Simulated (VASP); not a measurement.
Runs of VASP 6.6.1 on Lu. The structure is that of space group Im-3m (No. 229), or close to it. The cells are those of the table. This isn't the form of Lu at room conditions, which is hcp.

| cell | gap on the mesh (eV) | pressure (GPa) |
| --- | --- | --- |
| a = 3.069 Å, angles 109.5°, 1 atom | none | 20.0 |
| a = 2.926 Å, angles 109.5°, 1 atom | none | (b) |
| a = 3.200 Å, angles 109.5°, 1 atom | none | (a) |
| a = 2.489 Å, angles 109.5°, 1 atom | none | 189.3 |
| a = 2.589 Å, angles 109.5°, 1 atom | none | 130.6 |

Alike in all rows: task single point; level PBE; potentials or basis VASP PAW PBE potentials, release 64 (Lu); no spin polarisation; k mesh 14 × 14 × 14; cutoff (eV) 520; smearing fermi-dirac 0.1 eV.

Problem. Estimate the missing entries.

Solution. (a) 9.4; (b) 37.2.

Caveats: the cell stands under pressure; spin-orbit coupling is left out, which moves the levels of the heavy elements.

A k mesh can miss the band edges, and the runs leave out spin-orbit coupling on Lu.

A gap of «none» marks levels without a gap at the run's occupations.
